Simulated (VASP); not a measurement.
# C in VASP: a series of runs

The runs below take C through single point, with PBE.

Everything below comes from runs of VASP 6.6.1. Logs are shortened: lines on timing, memory, paths and dates and some standing lists are left out, and cuts for length are marked.

**1. The cell of the first run**

The cell holds a wire or tube with vacuum around it, 13 atoms: a = 4.933 Å, b = 8.872 Å, c = 20.291 Å, α = 90.00°, β = 90.00°, γ = 97.99°.

**2. Single point, PBE**

File INCAR:

```
SYSTEM = C
PREC = Accurate ; ENCUT = 520
EDIFF = 1E-6 ; ISMEAR = 0
SIGMA = 0.1 ; LREAL = .False.
LASPH = .True. ; NELM = 60
ALGO = Normal ; ISIF = 2
LWAVE = .False. ; LCHARG = .False.
LDIPOL = .True. ; IDIPOL = 3
DIPOL = 0.5 0.5 0.329 ; GGA = PE
NBANDS = 38
```

File KPOINTS:

```
regular mesh
0
Gamma
  6 3 1
  0 0 0
```

File POSCAR:

```
C
1.0
    4.9326910637      0.0000000000      0.0000000000
   -1.2331727659      8.7858796705      0.0000000000
    0.0000000000      0.0000000000     20.2907137603
C
13
Direct
    0.0197005045      0.0788020180      0.1971345142
    0.5197005045      0.0788020180      0.1971345142
    0.2746256306      0.0985025225      0.2311704236
    0.7746256306      0.0985025225      0.2311704236
    0.2844758829      0.1379035315      0.2992422423
    0.7844758829      0.1379035315      0.2992422423
    0.0392967055      0.1571967531      0.3324023561
    0.5392967055      0.1571967531      0.3324023561
    0.0496769843      0.1987214031      0.4035397279
    0.5496769843      0.1987214031      0.4035397279
    0.3040736562      0.2163109382      0.4332382717
    0.8040736562      0.2163109382      0.4332382717
    0.5540736562      0.2163109382      0.4845312704
```

Potentials or basis: VASP PAW PBE potentials, release 64 (C).

Launch:

```console
$ cat potpaw_PBE.64/C/POTCAR > POTCAR
$ mpirun -np 1 vasp_std > vasp.out
```

OUTCAR:

```text
SYSTEM = C
   PREC = Accurate
   ENCUT = 520
   EDIFF = 1E-6
   ISMEAR = 0
   LREAL = .False.
   LASPH = .True.
   NELM = 60
   ISIF = 2
   GGA = PE

 ion  position               nearest neighbor table
   1  0.020  0.079  0.197-   3 1.42   4 1.42
   2  0.520  0.079  0.197-   4 1.42   3 1.42
   3  0.275  0.099  0.231-   5 1.42   1 1.42   2 1.42
   4  0.775  0.099  0.231-   6 1.42   2 1.42   1 1.42
   5  0.284  0.138  0.299-   8 1.41   7 1.41   3 1.42
   6  0.784  0.138  0.299-   7 1.41   8 1.41   4 1.42
   7  0.039  0.157  0.332-   6 1.41   5 1.41   9 1.49
   8  0.539  0.157  0.332-   5 1.41   6 1.41  10 1.49
   9  0.050  0.199  0.404-  11 1.38  12 1.38   7 1.49
  10  0.550  0.199  0.404-  12 1.38  11 1.38   8 1.49  13 1.65
  11  0.304  0.216  0.433-   9 1.38  10 1.38  13 1.61
  12  0.804  0.216  0.433-  10 1.38   9 1.38  13 1.61
  13  0.554  0.216  0.485-  11 1.61  12 1.61  10 1.65

  LATTYP: Found a simple monoclinic cell.
 ALAT       =     4.9326910637
 B/A-ratio  =     4.1135180570
 C/A-ratio  =     1.7986126840
 COS(beta)  =    -0.1389960174

  Lattice vectors:

 A1 = (   4.9326910637,   0.0000000000,   0.0000000000)
 A2 = (   0.0000000000,   0.0000000000, -20.2907137603)
 A3 = (  -1.2331727659,   8.7858796705,   0.0000000000)

Analysis of symmetry for initial positions (statically):
=====================================================================
 Subroutine PRICEL returns:
 Original cell was already a primitive cell.

 Routine SETGRP: Setting up the symmetry group for a
 simple monoclinic supercell.

 Subroutine GETGRP returns: Found  1 space group operations
 (whereof  1 operations were pure point group operations)
 out of a pool of  4 trial point group operations.

The static configuration has the point symmetry C_1 .

Analysis of symmetry for dynamics (positions and initial velocities):
=====================================================================
 Subroutine PRICEL returns:
 Original cell was already a primitive cell.

 Routine SETGRP: Setting up the symmetry group for a
 simple monoclinic supercell.

 Subroutine GETGRP returns: Found  1 space group operations
 (whereof  1 operations were pure point group operations)
 out of a pool of  4 trial point group operations.

The dynamic configuration has the point symmetry C_1 .

 Subroutine INISYM returns: Found  1 space group operations
 (whereof  1 operations are pure point group operations),
 and found     1 'primitive' translations

----------------------------------------------------------------------------------------

                                     Primitive cell

  volume of cell :     879.3596

  direct lattice vectors                    reciprocal lattice vectors
     4.932691064  0.000000000  0.000000000     0.202729096  0.028454749  0.000000000
    -1.233172766  8.785879670  0.000000000     0.000000000  0.113818996  0.000000000
     0.000000000  0.000000000 20.290713760     0.000000000  0.000000000  0.049283629

  length of vectors
     4.932691064  8.872000713 20.290713760     0.204716289  0.113818996  0.049283629

  position of ions in fractional coordinates (direct lattice)
     0.019700505  0.078802018  0.197134514
     0.519700505  0.078802018  0.197134514
     0.274625631  0.098502522  0.231170424
     0.774625631  0.098502522  0.231170424
     0.284475883  0.137903532  0.299242242
     0.784475883  0.137903532  0.299242242
     0.039296705  0.157196753  0.332402356
     0.539296705  0.157196753  0.332402356
     0.049676984  0.198721403  0.403539728
     0.549676984  0.198721403  0.403539728
     0.304073656  0.216310938  0.433238272
     0.804073656  0.216310938  0.433238272
     0.554073656  0.216310938  0.484531270

  ion indices of the primitive-cell ions
   primitive index   ion index
                 1           1
                 2           2
                 3           3
                 4           4
                 5           5
                 6           6
                 7           7
                 8           8
                 9           9
                10          10
                11          11
                12          12
                13          13

----------------------------------------------------------------------------------------

 KPOINTS: regular mesh

Automatic generation of k-mesh.
 Grid dimensions read from file:
 generate k-points for:    6    3    1

 Generating k-lattice:

  Cartesian coordinates                     Fractional coordinates (reciprocal lattice)
     0.033788183  0.004742458  0.000000000     0.166666667  0.000000000  0.000000000
     0.000000000  0.037939665  0.000000000     0.000000000  0.333333333  0.000000000
     0.000000000  0.000000000  0.049283629     0.000000000  0.000000000  1.000000000

  Length of vectors
     0.034119382  0.037939665  0.049283629

  Shift w.r.t. Gamma in fractional coordinates (k-lattice)
     0.000000000  0.000000000  0.000000000

 Subroutine IBZKPT returns following result:
 ===========================================

 Found     10 irreducible k-points:

 Following reciprocal coordinates:
            Coordinates               Weight
  0.000000  0.000000  0.000000      1.000000
  0.166667 -0.000000  0.000000      2.000000
  0.333333 -0.000000  0.000000      2.000000
  0.500000 -0.000000  0.000000      1.000000
  0.000000  0.333333  0.000000      2.000000
  0.166667  0.333333  0.000000      2.000000
  0.333333  0.333333  0.000000      2.000000
  0.500000  0.333333  0.000000      2.000000
 -0.333333  0.333333  0.000000      2.000000
 -0.166667  0.333333  0.000000      2.000000
   k-points           NKPTS =     10   k-points in BZ     NKDIM =     10   number of bands    NBANDS=     38
   number of dos      NEDOS =    301   number of ions     NIONS =     13
   total plane-waves  NPLWV = 448000
   dimension x,y,z NGX =    40 NGY =   70 NGZ =  160
   dimension x,y,z NGXF=    80 NGYF=  140 NGZF=  320
   ions per type =              13
   NGX,Y,Z   is equivalent  to a cutoff of  13.48, 13.12, 13.11 a.u.
   NGXF,Y,Z  is equivalent  to a cutoff of  26.96, 26.23, 26.22 a.u.
 SYSTEM =  C
   PREC   = accura    normal or accurate (medium, high low for compatibility)
   ISTART =      0    job   : 0-new  1-cont  2-samecut
   ICHARG =      2    charge: 1-file 2-atom 10-const
   ISPIN  =      1    spin polarized calculation?
   LNONCOLLINEAR =      F non collinear calculations
   LSORBIT =      F    spin-orbit coupling
   LASPH  =      T    aspherical Exc in radial PAW
   ENCUT  =  520.0 eV  38.22 Ry    6.18 a.u.   9.17 16.50 37.73*2*pi/ulx,y,z
   NELM   =     60;   NELMIN=  2; NELMDL= -5     # of ELM steps
   EDIFF  = 0.1E-05   stopping-criterion for ELM
   LREAL  =      F    real-space projection
   EDIFFG = 0.1E-04   stopping-criterion for IOM
   NSW    =      0    number of steps for IOM
   IBRION =     -1    ionic relax: 0-MD 1-quasi-New 2-CG
   NFREE  =      0    steps in history (QN), initial steepest desc. (CG)
   ISIF   =      2    stress and relaxation
   ISYM   =      2    0-nonsym 1-usesym 2-fastsym
   POTIM  = 0.5000    time-step for ionic-motion
   TEBEG  =    0.0;   TEEND  =   0.0 temperature during run
   PSTRESS=    0.0 pullay stress
   NELECT =      52.0000    total number of electrons
   NUPDOWN=      -1.0000    fix difference up-down
   EMIN   =  10.00;   EMAX   =-10.00  energy-range for DOS
   EFERMI =   0.00;   METHOD = LEGACY
   ISMEAR =     0;   SIGMA  =   0.10  broadening in eV -4-tet -1-fermi 0-gaus
   EFERMI_NEDOS =   21; number of points for ismear=-14 and -15
   IALGO  =     38    algorithm
   IMIX   =      4    mixing-type and parameters
     AMIX     =   0.40;   BMIX     =  1.00
     AMIX_MAG =   1.60;   BMIX_MAG =  1.00
  volume/ion in A,a.u.               =      67.64       456.48
  Fermi-wavevector in a.u.,A,eV,Ry     =   0.637804  1.205274  5.534764  0.406794
  Thomas-Fermi vector in A             =   1.702933
   LORBIT       =      0    0 simple, 1 ext, 2 COOP (PROOUT), +10 PAW based schemes
   GGA     = PE    functional components
   LHFCALC =     F    Hartree Fock is set to
   AEXX    =    0.0000 exact exchange contribution
   IVDW    =     0    specifies the selected vdW correction
   LEPSILON=     F    determine dielectric tensor
   LRPA    =     F    only Hartree local field effects (RPA)
 non-spin polarized calculation
 Gauss-broadening in eV      SIGMA  =   0.10
  energy-cutoff  :      520.00
  volume of cell :      879.36
 maximum number of plane-waves:     23724
 NGX is ok and might be reduce to    40
   NGX = 19   NGY = 33   NGZ = 75

 number of electron      52.0000000 magnetization

 dipolmoment           0.000000      0.000000     -0.245008 electrons x Angstroem

 Free energy of the ion-electron system (eV)
  ---------------------------------------------------
  ext. energy  EPLUGINS =         0.00000000
  ---------------------------------------------------
  free energy    TOTEN  =      -104.62400082 eV

  energy without entropy =     -104.57394118  energy(sigma->0) =     -104.59897100

 E-fermi :  -4.1677     XC(G=0):  -2.1227

 val. band max:       -4.1873925474   @ k =   0.5000   0.3333   0.0000
 cond. band min:      -4.1600067633   @ k =   0.5000  -0.0000   0.0000
 fundamental gap:      0.0273857841
 Fermi energy:        -4.1677257682

 k-point     1 :       0.0000    0.0000    0.0000
  band No.  band energies     occupation
      1     -24.1472      2.00000
      2     -22.4356      2.00000
      3     -20.3098      2.00000
      4     -19.0582      2.00000
      5     -19.0322      2.00000
      6     -18.0036      2.00000
[... 30 lines left out ...]
     37       1.7376      0.00000
     38       2.0355      0.00000
[... 367 lines left out ...]
     37       1.5498      0.00000
     38       1.9609      0.00000

------------------------ aborting loop because EDIFF is reached ----------------------------------------

 vacuum level on the upper side and lower side of the slab       (xc-potential included)        -0.504         0.494

  FORCE on cell =-STRESS in cart. coord.  units (eV):
  Direction    XX          YY          ZZ          XY          YZ          ZX
  --------------------------------------------------------------------------------------
  -------------------------------------------------------------------------------------
  Total       -5.5455592      0.3805815      3.2951524      0.0002358      0.8744181      0.0009797
  in kB      -10.1039092      0.6934127      6.0037086      0.0004297      1.5931741      0.0017849
  external PRESSURE =      -1.1355960 kB  Pullay stress =       0.0000000 kB

 VOLUME and BASIS-vectors are now :
 -----------------------------------------------------------------------------
  energy-cutoff  :      520.00
  volume of cell :      879.36
      direct lattice vectors                 reciprocal lattice vectors
     4.932691064  0.000000000  0.000000000     0.202729096  0.028454749  0.000000000
    -1.233172766  8.785879670  0.000000000     0.000000000  0.113818996  0.000000000
     0.000000000  0.000000000 20.290713760     0.000000000  0.000000000  0.049283629

 POSITION                                       TOTAL-FORCE (eV/Angst)
 -----------------------------------------------------------------------------------
      0.00000      0.69235      4.00000         0.000038      0.385360      1.757828
      2.46635      0.69235      4.00000         0.000051      0.508405      1.501937
      1.23317      0.86543      4.69061        -0.009863     -0.773537     -3.011438
      3.69952      0.86543      4.69061         0.009841     -0.773535     -3.011462
      1.23317      1.21160      6.07184        -0.362210      0.377897      1.435150
      3.69952      1.21160      6.07184         0.361402      0.377892      1.435175
     -0.00001      1.38111      6.74468         0.000383      0.125293      0.454421
      2.46633      1.38111      6.74468         0.000403     -0.552815      0.394797
     -0.00002      1.74594      8.18811        -0.000088     -0.069726      0.546818
      2.46633      1.74594      8.18811        -0.000061     -1.249499     -6.898141
      1.23315      1.90048      8.79071         3.166667      1.205508      2.686956
      3.69950      1.90048      8.79071        -3.166526      1.205505      2.686926
      2.46633      1.90048      9.83149        -0.000035     -0.766746      0.021033
 -----------------------------------------------------------------------------------
    total drift:                                0.000088     -0.000106      0.000284

  FREE ENERGIE OF THE ION-ELECTRON SYSTEM (eV)
  ---------------------------------------------------
  free  energy   TOTEN  =      -104.6240008180 eV

  energy  without entropy=     -104.5739411831  energy(sigma->0) =     -104.59897100

 vacuum level on the upper side and lower side of the slab         0.972         1.996
```

Wall time 20 min (1 thread of AMD EPYC 7R13, shared host); peak memory 0.9 GiB.

What came out:

```
Free energy            : -104.6240 eV
Largest force          : 7.010 eV/Å
Band gap on the k mesh : zero (filled and empty bands overlap)
```

Forces in eV/Å, atoms in the order of the input:
```
C    0.000  0.385  1.758
C    0.000  0.508  1.502
C   -0.010 -0.774 -3.011
C    0.010 -0.774 -3.011
C   -0.362  0.378  1.435
C    0.361  0.378  1.435
C    0.000  0.125  0.454
C    0.000 -0.553  0.395
C    0.000 -0.070  0.547
C    0.000 -1.249 -6.898
C    3.167  1.206  2.687
C   -3.167  1.206  2.687
C    0.000 -0.767  0.021
```

**3. Single point, PBE**

File INCAR:

```
SYSTEM = C
ALGO = Normal
DIPOL = 0.5 0.5 0.321
EDIFF = 1E-7
ENCUT = 520
GGA = PE
IDIPOL = 3
ISIF = 2
ISMEAR = 0
LASPH = .TRUE.
LCHARG = .FALSE.
LDIPOL = .TRUE.
LREAL = .FALSE.
LWAVE = .FALSE.
NBANDS = 38
NELM = 60
PREC = Accurate
SIGMA = 0.1
```

File KPOINTS:

```
k-points
0
G
  6 3 1
  0 0 0
```

POSCAR, as its differences from that of step 2:

```diff
@@ -20,2 +20,2 @@
     0.8040736562      0.2163109382      0.4332382717
-    0.5540736562      0.2163109382      0.4845312704
+    0.5540736562      0.7163109382      0.3785025909
```

Potentials or basis: VASP PAW PBE potentials, release 64 (C).

Launch:

```console
$ cat potpaw_PBE.64/C/POTCAR > POTCAR
$ mpirun -np 1 vasp_std > vasp.out
```

Run time: 26 min. Hardware: 1 thread of AMD EPYC 7R13, shared host; peak memory 0.94 GiB.

The run converged. Its results:

| Quantity | Value |
| --- | --- |
| Free energy | -98.1120 eV |
| Largest force | 3.315 eV/Å |
| Band gap on the k mesh | zero (bands 26 and 27 overlap by 0.01 eV) |

Forces on the atoms (eV/Å):
```
C   -0.003  0.413  1.677
C    0.001  0.416  1.677
C    0.001 -0.806 -3.216
C    0.001 -0.801 -3.215
C   -0.007  0.380  1.491
C    0.005  0.369  1.488
C    0.006 -0.005  0.002
C   -0.003 -0.026  0.010
C   -0.005  0.021  0.040
C    0.000  0.023  0.032
C    0.009  0.020  0.007
C   -0.004 -0.002  0.001
C   -0.001 -0.002  0.005
```

Levels at points of the mesh, in eV from the Fermi level:
```csv
k point,band 23,band 24,band 25,band 26,band 27,band 28,band 29,band 30
"(0.00, 0.00, 0.00)",-0.44,-0.32,-0.28,0.02,0.02,0.19,0.62,0.66
"(0.50, 0.00, 0.00)",-1.57,-0.09,-0.05,-0.04,0.03,0.05,0.07,0.08
```
